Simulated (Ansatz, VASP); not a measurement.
## Two plane-wave programs on P

```
P
1.0
     2.51651    0.00000    0.00000
     0.00000    2.51651    0.00000
     0.00000    0.00000    2.51651
P
1
Direct
  0.00000 0.00000 0.00000
```

Alike in both runs: task single point; functional revPBE; k mesh 14 × 14 × 14; occupations fermi-dirac, width 0.1 eV; no spin polarisation.

```csv
,VASP,Ansatz
version,VASP 6.6.1,Ansatz 0.2.0
potentials or method,"VASP PAW PBE potentials, release 64 (P), cutoff 520 eV","plane waves (420 eV) with PAW, scalar-relativistic"
valence electrons in the cell,5,5
```

Ansatz gave:

- pressure (GPa): -6.3

Question: What did VASP give for the same quantities?

Answer: Pressure (GPa): -6.7.

VASP's potentials were made for PBE, not for revPBE. The functional is the same, so the differences come from potentials, cutoffs and numerics.
